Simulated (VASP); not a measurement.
# Bi: relaxation of cell and atoms with PBE

Crystal: Bi.

```
Bi
1.0
     3.58751    0.00000    0.00000
    -1.79376    3.10688    0.00000
     0.00000    0.00000    6.76588
Bi
2
Direct
  0.00000 0.00000 0.75318
  0.00000 0.00000 0.24682
```

| Item | Value |
| --- | --- |
| Program | VASP 6.6.1 |
| Task | relaxation of cell and atoms |
| Functional | PBE |
| Potentials or basis | VASP PAW PBE potentials, release 64 (Bi_d) |
| Cutoff | 600 eV |
| k mesh | 6 × 6 × 4 |
| Occupations | gaussian, width 0.1 eV |
| Spin | no spin polarisation |
| Dipole correction | no |
| Further INCAR settings | ALGO = Fast; EDIFF = 1e-06; IBRION = 2; EDIFFG = -0.04; NSW = 90; ISIF = 3 |

The relaxed volume is 33.68 Å³/atom, the relaxed cell is a = 3.450 Å, b = 3.450 Å, c = 6.537 Å, α = 90.00°, β = 90.00°, γ = 120.00° and the space group after relaxing (to 0.05 Å) is P6/mmm (No. 191). The energy gained by relaxing is 62.0 meV/atom. The ionic steps are 7, the pressure after relaxing is 0.0 GPa and the largest force after relaxing is 0.037 eV/Å. The band gap on the k mesh is zero (band 15 reaches 11.84 eV, above the bottom of band 16 at 4.41 eV).

Forces in eV/Å, atoms in the order of the input:
```
Bi   0.000  0.000 -0.037
Bi   0.000  0.000  0.037
```

Stress tensor (GPa, compression positive):
```
-0.09  0.00  0.00
 0.00 -0.09  0.00
 0.00  0.00  0.07
```

Step by step:
```
step  energy change (eV)  largest force (eV/Å)  pressure (GPa)  volume (Å³)
   1              0.0000                0.0252           -4.32        75.41
   2             -0.1072                0.0552            2.03        64.85
   3             -0.1232                0.0473           -0.17        67.35
   4             -0.1232                0.0472            0.05        67.20
   5             -0.1236                0.0462            0.18        67.05
   6             -0.1237                0.0521            0.16        67.10
   7             -0.1240                0.0367           -0.04        67.36
```

Final structure:
```xyz
2
Lattice="3.4496 0.0000 0.0000 -1.7248 2.9875 0.0000 0.0000 0.0000 6.5366" Properties=species:S:1:pos:R:3 pbc="T T T"
Bi    0.0000    0.0000    4.9183
Bi    0.0000    0.0000    1.6182
```

Levels at points of the mesh, in eV from the Fermi level:
```tsv
k point	band 12	band 13	band 14	band 15	band 16	band 17	band 18	band 19
(0.00, 0.00, 0.00)	-11.36	-5.07	2.91	4.15	4.15	6.01	6.01	6.68
(0.50, 0.00, 0.00)	-8.95	-4.90	-3.10	-2.64	1.42	2.89	3.17	5.39
(0.00, 0.00, 0.50)	-12.42	-2.04	-1.91	4.91	4.91	5.00	5.00	8.61
(0.50, 0.00, 0.50)	-10.00	-4.20	-4.12	0.50	0.67	2.12	2.21	5.50
```

Run time: 2 min on 1 thread of Intel(R) Xeon(R) Platinum 8488C (Sapphire Rapids), with other jobs on the host, peak memory 0.22 GiB.

Caveat: spin-orbit coupling is left out, which moves the levels of the heavy elements.
